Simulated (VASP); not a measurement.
# Sn (R-3m) in VASP: a series of runs

Runs on Sn. Level: PBEsol. Tasks: single point.

Program: VASP 6.6.1. These are calculated values, not measurements. Logs are shortened: lines on timing, memory, paths and dates and some standing lists are left out, and cuts for length are marked.

## (1) The cell of the first run

Symmetry: R-3m, No. 166, trigonal system. The conventional cell has a = 6.672 Å, b = 6.672 Å, c = 2.043 Å, α = 90.00°, β = 90.00°, γ = 120.00°. Within 2.7 Å of Sn (site symmetry -3m) lie 2 Sn at 2.04 Å.

## (2) Single point, PBEsol

File INCAR:

```
ALGO = Fast
EDIFF = 1E-6
ENCUT = 520
GGA = PS
ISIF = 2
ISMEAR = 0
LASPH = T
LCHARG = F
LREAL = F
LWAVE = F
NBANDS = 13
NELM = 60
PREC = Accurate
SIGMA = 0.15
```

File KPOINTS:

```
k-points
0
Gamma
  24 24 24
```

File POSCAR:

```
Sn
1.0
   -2.7522482183      1.9658915845      1.9658915845
    1.9658915845     -2.7522482183      1.9658915845
    1.9658915845      1.9658915845     -2.7522482183
Sn
1
Direct
    0.0000000000      0.0000000000      0.0000000000
```

Potentials or basis: VASP PAW PBE potentials, release 64 (Sn_d).

On the command line:

```
cat potpaw_PBE.64/Sn_d/POTCAR > POTCAR
mpirun -np 1 vasp_std > vasp.out
```

OUTCAR:

```text
EDIFF = 1E-6
   ENCUT = 520
   GGA = PS
   ISIF = 2
   ISMEAR = 0
   LASPH = T
   LREAL = F
   NELM = 60
   PREC = Accurate

 ion  position               nearest neighbor table
   1  0.000  0.000  0.000-

  LATTYP: Found a trigonal (rhomboedric) cell.
 ALAT       =     3.9120748586
 COS(alpha) =    -0.4545454545

  Lattice vectors:

 A1 = (  -2.7522482183,   1.9658915845,   1.9658915845)
 A2 = (   1.9658915845,  -2.7522482183,   1.9658915845)
 A3 = (   1.9658915845,   1.9658915845,  -2.7522482183)

Analysis of symmetry for initial positions (statically):
=====================================================================
 Subroutine PRICEL returns:
 Original cell was already a primitive cell.

 Routine SETGRP: Setting up the symmetry group for a
 trigonal (rhombohedral) supercell.

 Subroutine GETGRP returns: Found 12 space group operations
 (whereof 12 operations were pure point group operations)
 out of a pool of 12 trial point group operations.

The static configuration has the point symmetry D_3d.

Analysis of symmetry for dynamics (positions and initial velocities):
=====================================================================
 Subroutine PRICEL returns:
 Original cell was already a primitive cell.

 Routine SETGRP: Setting up the symmetry group for a
 trigonal (rhombohedral) supercell.

 Subroutine GETGRP returns: Found 12 space group operations
 (whereof 12 operations were pure point group operations)
 out of a pool of 12 trial point group operations.

The dynamic configuration has the point symmetry D_3d.

 Subroutine INISYM returns: Found 12 space group operations
 (whereof 12 operations are pure point group operations),
 and found     1 'primitive' translations

----------------------------------------------------------------------------------------

                                     Primitive cell

  volume of cell :      26.2574

  direct lattice vectors                    reciprocal lattice vectors
    -2.752248218  1.965891585  1.965891585     0.141298625  0.353246562  0.353246562
     1.965891585 -2.752248218  1.965891585     0.353246562  0.141298625  0.353246562
     1.965891585  1.965891585 -2.752248218     0.353246562  0.353246562  0.141298625

  length of vectors
     3.912074859  3.912074859  3.912074859     0.519164299  0.519164299  0.519164299

  position of ions in fractional coordinates (direct lattice)
     0.000000000  0.000000000  0.000000000

  ion indices of the primitive-cell ions
   primitive index   ion index
                 1           1

----------------------------------------------------------------------------------------

 KPOINTS: k-points

Automatic generation of k-mesh.
 Grid dimensions read from file:
 generate k-points for:   24   24   24

 Generating k-lattice:

  Cartesian coordinates                     Fractional coordinates (reciprocal lattice)
     0.005887443  0.014718607  0.014718607     0.041666667 -0.000000000 -0.000000000
     0.014718607  0.005887443  0.014718607    -0.000000000  0.041666667 -0.000000000
     0.014718607  0.014718607  0.005887443    -0.000000000 -0.000000000  0.041666667

  Length of vectors
     0.021631846  0.021631846  0.021631846

  Shift w.r.t. Gamma in fractional coordinates (k-lattice)
     0.000000000  0.000000000  0.000000000

 Subroutine IBZKPT returns following result:
 ===========================================

 Found   1313 irreducible k-points:

 Following reciprocal coordinates:
            Coordinates               Weight
  0.000000  0.000000  0.000000      1.000000
  0.041667 -0.000000  0.000000      6.000000
  0.083333 -0.000000  0.000000      6.000000
  0.125000 -0.000000 -0.000000      6.000000
  0.166667 -0.000000 -0.000000      6.000000
  0.208333 -0.000000  0.000000      6.000000
[... 16 lines left out ...]
  0.416667  0.041667  0.000000     12.000000
  0.458333  0.041667 -0.000000     12.000000
 [... further k-points ...]
   k-points           NKPTS =   1313   k-points in BZ     NKDIM =   1313   number of bands    NBANDS=     13
   number of dos      NEDOS =    301   number of ions     NIONS =      1
   total plane-waves  NPLWV =  27000
   dimension x,y,z NGX =    30 NGY =   30 NGZ =   30
   dimension x,y,z NGXF=    60 NGYF=   60 NGZF=   60
   ions per type =               1
   NGX,Y,Z   is equivalent  to a cutoff of  12.75, 12.75, 12.75 a.u.
   NGXF,Y,Z  is equivalent  to a cutoff of  25.50, 25.50, 25.50 a.u.
 SYSTEM =  unknown system
   PREC   = accura    normal or accurate (medium, high low for compatibility)
   ISTART =      0    job   : 0-new  1-cont  2-samecut
   ICHARG =      2    charge: 1-file 2-atom 10-const
   ISPIN  =      1    spin polarized calculation?
   LNONCOLLINEAR =      F non collinear calculations
   LSORBIT =      F    spin-orbit coupling
   LASPH  =      T    aspherical Exc in radial PAW
   ENCUT  =  520.0 eV  38.22 Ry    6.18 a.u.   7.27  7.27  7.27*2*pi/ulx,y,z
   NELM   =     60;   NELMIN=  2; NELMDL= -5     # of ELM steps
   EDIFF  = 0.1E-05   stopping-criterion for ELM
   LREAL  =      F    real-space projection
   EDIFFG = 0.1E-04   stopping-criterion for IOM
   NSW    =      0    number of steps for IOM
   IBRION =     -1    ionic relax: 0-MD 1-quasi-New 2-CG
   NFREE  =      0    steps in history (QN), initial steepest desc. (CG)
   ISIF   =      2    stress and relaxation
   ISYM   =      2    0-nonsym 1-usesym 2-fastsym
   POTIM  = 0.5000    time-step for ionic-motion
   TEBEG  =    0.0;   TEEND  =   0.0 temperature during run
   PSTRESS=    0.0 pullay stress
   NELECT =      14.0000    total number of electrons
   NUPDOWN=      -1.0000    fix difference up-down
   EMIN   =  10.00;   EMAX   =-10.00  energy-range for DOS
   EFERMI =   0.00;   METHOD = LEGACY
   ISMEAR =     0;   SIGMA  =   0.15  broadening in eV -4-tet -1-fermi 0-gaus
   EFERMI_NEDOS =   21; number of points for ismear=-14 and -15
   IALGO  =     68    algorithm
   IMIX   =      4    mixing-type and parameters
     AMIX     =   0.40;   BMIX     =  1.00
     AMIX_MAG =   1.60;   BMIX_MAG =  1.00
  volume/ion in A,a.u.               =      26.26       177.19
  Fermi-wavevector in a.u.,A,eV,Ry     =   1.327496  2.508605 23.976824  1.762247
  Thomas-Fermi vector in A             =   2.456804
   LORBIT       =      0    0 simple, 1 ext, 2 COOP (PROOUT), +10 PAW based schemes
   GGA     = PS    functional components
   LHFCALC =     F    Hartree Fock is set to
   AEXX    =    0.0000 exact exchange contribution
   IVDW    =     0    specifies the selected vdW correction
   LEPSILON=     F    determine dielectric tensor
   LRPA    =     F    only Hartree local field effects (RPA)
 non-spin polarized calculation
 RMM-DIIS sequential band-by-band and
 Gauss-broadening in eV      SIGMA  =   0.15
  energy-cutoff  :      520.00
  volume of cell :       26.26
 maximum number of plane-waves:       727
 NGX is ok and might be reduce to    30

 number of electron      13.9999996 magnetization

 Free energy of the ion-electron system (eV)
  ---------------------------------------------------
  ext. energy  EPLUGINS =         0.00000000
  ---------------------------------------------------
  free energy    TOTEN  =         0.46519159 eV

  energy without entropy =        0.46969050  energy(sigma->0) =        0.46744104

 E-fermi :   8.2850     XC(G=0): -10.2901

 val. band max:        8.2838386600   @ k =   0.4583   0.1667   0.1250
 cond. band min:       8.2872088671   @ k =   0.3333   0.2083   0.1667
 fundamental gap:      0.0033702070
 Fermi energy:         8.2849885228

 k-point     1 :       0.0000    0.0000    0.0000
  band No.  band energies     occupation
      1     -18.2127      2.00000
      2     -14.3772      2.00000
      3     -14.3772      2.00000
      4     -13.2347      2.00000
      5     -13.2347      2.00000
      6      -4.1344      2.00000
      7       7.8247      1.99999
      8       7.8247      1.99999
      9      13.2832      0.00000
     10      15.2758      0.00000
     11      15.2758      0.00000
     12      16.0392      0.00000
     13      30.5799      0.00000

 k-point     2 :       0.0417   -0.0000    0.0000
  band No.  band energies     occupation
      1     -18.1234      2.00000
      2     -14.3699      2.00000
      3     -14.3696      2.00000
      4     -13.2920      2.00000
      5     -13.2919      2.00000
      6      -4.0714      2.00000
      7       7.8872      1.99982
      8       7.9240      1.99933
      9      13.3672      0.00000
     10      15.1696      0.00000
     11      15.3490      0.00000
     12      16.2890      0.00000
     13      30.4964      0.00000

 k-point     3 :       0.0833   -0.0000    0.0000
  band No.  band energies     occupation
      1     -17.8599      2.00000
      2     -14.3484      2.00000
      3     -14.3472      2.00000
      4     -13.4576      2.00000
      5     -13.4573      2.00000
      6      -3.8816      2.00000
      7       8.0676      1.95962
      8       8.2148      1.49200
      9      13.6167      0.00000
     10      15.0443      0.00000
     11      15.5720      0.00000
     12      16.8460      0.00000
     13      30.1039      0.00000
[... 305 lines left out ...]
 k-point    23 :       0.4167    0.0417    0.0000
  band No.  band energies     occupation
      1     -16.0246      2.00000
      2     -16.0160      2.00000
      3     -13.9413      2.00000
      4     -13.9295      2.00000
      5     -12.5519      2.00000
      6       3.7635      2.00000
      7       9.7763      0.00000
      8      13.2508      0.00000
      9      15.2680      0.00000
     10      17.3262      0.00000
     11      18.5608      0.00000
     12      20.1875      0.00000
     13      20.7741      0.00000

 k-point    24 :       0.4583    0.0417   -0.0000
  band No.  band energies     occupation
      1     -16.0664      2.00000
      2     -16.0573      2.00000
      3     -13.9335      2.00000
      4     -13.9209      2.00000
      5     -12.4446      2.00000
      6       4.4734      2.00000
      7       8.9476      0.00000
      8      13.1822      0.00000
      9      15.3330      0.00000
     10      17.1806      0.00000
     11      18.3956      0.00000
     12      20.8955      0.00000
     13      21.0985      0.00000

 [... further k-points ...]

------------------------ aborting loop because EDIFF is reached ----------------------------------------

  FORCE on cell =-STRESS in cart. coord.  units (eV):
  Direction    XX          YY          ZZ          XY          YZ          ZX
  --------------------------------------------------------------------------------------
  -------------------------------------------------------------------------------------
  Total       11.8382498     11.8382498     11.8382498     11.3818465     11.3818465     11.3818465
  in kB      722.3466404    722.3466404    722.3466404    694.4978154    694.4978154    694.4978154
  external PRESSURE =     722.3466404 kB  Pullay stress =       0.0000000 kB

 VOLUME and BASIS-vectors are now :
 -----------------------------------------------------------------------------
  energy-cutoff  :      520.00
  volume of cell :       26.26
      direct lattice vectors                 reciprocal lattice vectors
    -2.752248218  1.965891585  1.965891585     0.141298625  0.353246562  0.353246562
     1.965891585 -2.752248218  1.965891585     0.353246562  0.141298625  0.353246562
     1.965891585  1.965891585 -2.752248218     0.353246562  0.353246562  0.141298625

 POSITION                                       TOTAL-FORCE (eV/Angst)
 -----------------------------------------------------------------------------------
      0.00000      0.00000      0.00000         0.000000     -0.000000      0.000000
 -----------------------------------------------------------------------------------
    total drift:                               -0.000000     -0.000000      0.000000

  FREE ENERGIE OF THE ION-ELECTRON SYSTEM (eV)
  ---------------------------------------------------
  free  energy   TOTEN  =         0.4651915889 eV

  energy  without entropy=        0.4696905004  energy(sigma->0) =        0.46744104
```

Run time: 12 min. Hardware: 1 thread of Intel Xeon Platinum 8259CL at 2.50GHz (Skylake/Cascade Lake), shared host; peak memory 0.52 GiB.

Results:

```yaml
Free_energy: 0.4652 eV
Pressure: 72.2 GPa
Band_gap_on_the_k_mesh: zero (bands 7 and 8 overlap by 9.66 eV)
```

Levels at points of the mesh, in eV from the Fermi level:
| k point | band 4 | band 5 | band 6 | band 7 | band 8 | band 9 | band 10 | band 11 |
| --- | --- | --- | --- | --- | --- | --- | --- | --- |
| (0.00, 0.00, 0.00) | -21.52 | -21.52 | -12.42 | -0.46 | -0.46 | 5.00 | 6.99 | 6.99 |
| (0.50, 0.00, 0.00) | -22.21 | -20.73 | -3.81 | 0.65 | 4.92 | 7.13 | 8.81 | 10.02 |
| (0.50, 0.50, 0.00) | -21.52 | -21.52 | -10.92 | -5.60 | -1.81 | 3.36 | 11.90 | 13.12 |
| (0.50, 0.50, 0.50) | -22.21 | -20.71 | -3.30 | 2.34 | 4.33 | 4.33 | 6.97 | 6.97 |

Caveat: the cell stands under pressure; the PAW data sets were made with another functional, which shifts forces and pressure a little; spin-orbit coupling is left out, which moves the levels of the heavy elements.

## (3) Single point, PBEsol

This run uses another cell than the first one, of the same volume but with other edges.

File INCAR:

```
  PREC = Accurate
  ENCUT = 520
  EDIFF = 1E-6
  ISMEAR = 0
  SIGMA = 0.15
  LREAL = F
  LASPH = T
  NELM = 80
  ALGO = Fast
  ISIF = 2
  LWAVE = F
  LCHARG = T
  GGA = PS
  LELF = T
  LVHAR = T
  NBANDS = 13
```

File KPOINTS:

```
regular mesh
0
Gamma
  24 24 24
```

File POSCAR:

```
Sn
1.0
   -2.3017209540      1.8959464393      1.8959464393
    1.8959464393     -2.3017209540      1.8959464393
    1.8959464393      1.8959464393     -2.3017209540
Sn
1
Direct
    0.0000000000      0.0000000000      0.0000000000
```

Potentials or basis: VASP PAW PBE potentials, release 64 (Sn_d).

On the command line:

```
cat potpaw_PBE.64/Sn_d/POTCAR > POTCAR
mpirun -np 1 vasp_std > vasp.out
```

Wall time 8.5 min (1 thread of Intel Xeon Platinum 8259CL at 2.50GHz (Skylake/Cascade Lake), shared host); peak memory 0.5 GiB.

The run converged. Its results:

* Free energy: -3.6453 eV
* Pressure: 10.6 GPa
* Band gap on the k mesh: zero (bands 7 and 8 overlap by 9.19 eV)

Stress tensor (GPa, compression positive):
```
10.64 14.53 14.53
14.53 10.64 14.53
14.53 14.53 10.64
```

Levels at points of the mesh, in eV from the Fermi level:
| k point | band 4 | band 5 | band 6 | band 7 | band 8 | band 9 | band 10 | band 11 |
| --- | --- | --- | --- | --- | --- | --- | --- | --- |
| (0.00, 0.00, 0.00) | -21.38 | -21.38 | -11.71 | 3.95 | 3.95 | 8.54 | 9.54 | 9.69 |
| (0.50, 0.00, 0.00) | -21.54 | -21.11 | -4.37 | -3.96 | 2.90 | 5.45 | 7.28 | 8.24 |
| (0.50, 0.50, 0.00) | -21.38 | -21.37 | -8.68 | -5.15 | 1.25 | 5.17 | 12.26 | 16.21 |
| (0.50, 0.50, 0.50) | -21.53 | -21.07 | -2.69 | -1.33 | 1.12 | 1.12 | 4.43 | 4.43 |

Caveat: the cell stands under pressure; the PAW data sets were made with another functional, which shifts forces and pressure a little; spin-orbit coupling is left out, which moves the levels of the heavy elements.

## (4) Single point, PBEsol

This run uses another cell than the first one, of the same volume but with other edges.

File INCAR:

```
ALGO = Fast
EDIFF = 1E-7
ENCUT = 520
GGA = PS
ISIF = 2
ISMEAR = 0
LASPH = True
LCHARG = True
LELF = True
LREAL = False
LVHAR = True
LWAVE = False
NBANDS = 13
NELM = 80
PREC = Accurate
SIGMA = 0.15
```

File KPOINTS:

```
k-points
0
Gamma
  24 24 24
```

File POSCAR:

```
Sn
1.0
   -1.4415718160      1.8979767925      1.8979767925
    1.8979767925     -1.4415718160      1.8979767925
    1.8979767925      1.8979767925     -1.4415718160
Sn
1
Direct
    0.0000000000      0.0000000000      0.0000000000
```

On the command line:

```
cat potpaw_PBE.64/Sn_d/POTCAR > POTCAR
mpirun -np 1 vasp_std > vasp.out
```

Wall time 4.5 min (1 thread of Intel Xeon Platinum 8259CL at 2.50GHz (Skylake/Cascade Lake), shared host); peak memory 0.49 GiB.

It converged, with:

| Quantity | Value |
| --- | --- |
| Free energy | -4.1440 eV |
| Pressure | 2.5 GPa |
| Band gap on the k mesh | zero (bands 7 and 8 overlap by 7.53 eV) |

Levels at points of the mesh, in eV from the Fermi level:
```tsv
k point	band 3	band 4	band 5	band 6	band 7	band 8	band 9	band 10	band 11	band 12
(0.00, 0.00, 0.00)	-21.33	-21.26	-21.26	-11.46	5.64	6.86	6.86	9.97	9.97	11.26
(0.50, 0.00, 0.00)	-21.32	-21.27	-21.26	-7.74	-5.07	6.11	7.00	9.92	10.65	15.88
(0.50, 0.50, 0.00)	-21.35	-21.31	-21.12	-4.95	-3.86	-0.12	3.86	8.50	12.52	14.07
(0.50, 0.50, 0.50)	-21.42	-21.13	-21.13	-1.44	-0.91	-0.91	1.30	4.41	4.41	10.38
```

Caveat: the PAW data sets were made with another functional, which shifts forces and pressure a little; spin-orbit coupling is left out, which moves the levels of the heavy elements.

## (5) Single point, PBEsol

This run uses another cell than the first one, of the same volume but with other edges.

Edit INCAR of step 4 so:

```diff
@@ -13,3 +13,3 @@
 NBANDS = 13
-NELM = 80
+NELM = 60
 PREC = Accurate
```

KPOINTS is that of step 4.

File POSCAR:

```
Sn
1.0
   -2.5159657415      1.9239738023      1.9239738023
    1.9239738023     -2.5159657415      1.9239738023
    1.9239738023      1.9239738023     -2.5159657415
Sn
1
Direct
    0.0000000000      0.0000000000      0.0000000000
```

On the command line:

```
cat potpaw_PBE.64/Sn_d/POTCAR > POTCAR
mpirun -np 1 vasp_std > vasp.out
```

Run time: 9.3 min. Hardware: 1 thread of Intel Xeon Platinum 8259CL at 2.50GHz (Skylake/Cascade Lake), shared host; peak memory 0.51 GiB.

The run converged. Its results:

```
Free energy            : -2.3734 eV
Pressure               : 30.0 GPa
Band gap on the k mesh : zero (bands 7 and 8 overlap by 8.87 eV)
```

Stress tensor (GPa, compression positive):
```
30.05 33.07 33.07
33.07 30.05 33.07
33.07 33.07 30.05
```

Levels at points of the mesh, in eV from the Fermi level:
| k point | band 3 | band 4 | band 5 | band 6 | band 7 | band 8 | band 9 | band 10 | band 11 | band 12 |
| --- | --- | --- | --- | --- | --- | --- | --- | --- | --- | --- |
| (0.00, 0.00, 0.00) | -21.96 | -21.44 | -21.44 | -12.01 | 1.74 | 1.74 | 6.60 | 8.28 | 8.28 | 8.61 |
| (0.50, 0.00, 0.00) | -21.79 | -21.76 | -20.95 | -4.31 | -2.03 | 3.52 | 6.06 | 7.70 | 8.85 | 12.71 |
| (0.50, 0.50, 0.00) | -21.89 | -21.44 | -21.43 | -9.80 | -5.33 | -0.24 | 4.17 | 15.06 | 15.48 | 17.50 |
| (0.50, 0.50, 0.50) | -21.76 | -21.76 | -20.92 | -3.37 | 0.07 | 2.50 | 2.50 | 5.40 | 5.40 | 15.85 |

Caveat: the cell stands under pressure; the PAW data sets were made with another functional, which shifts forces and pressure a little; spin-orbit coupling is left out, which moves the levels of the heavy elements.

## (6) The runs side by side

```tsv
cell	further INCAR settings	gap on the mesh (eV)	pressure (GPa)
a = 3.912 Å, angles 117.0°, 1 atom	ALGO = Fast; EDIFF = 1e-06; NBANDS = 13	none	72.2
a = 3.534 Å, angles 114.3°, 1 atom	ALGO = Fast; EDIFF = 1e-06; NBANDS = 13	none	10.6
a = 3.047 Å, angles 101.6°, 1 atom	ALGO = Fast; EDIFF = 1e-07; NBANDS = 13	none	2.5
a = 3.706 Å, angles 115.8°, 1 atom	ALGO = Fast; EDIFF = 1e-07; NBANDS = 13	none	30.0
```

Alike in all rows: task single point; level PBEsol; potentials or basis VASP PAW PBE potentials, release 64 (Sn_d); no spin polarisation; k mesh 24 × 24 × 24; cutoff (eV) 520; smearing gaussian 0.15 eV.

Caveats: the PAW data sets were made with another functional, which shifts forces and pressure a little; spin-orbit coupling is left out, which moves the levels of the heavy elements; the cell stands under pressure (at least some runs).

Absolute energies hang on the potentials; compare differences alone.
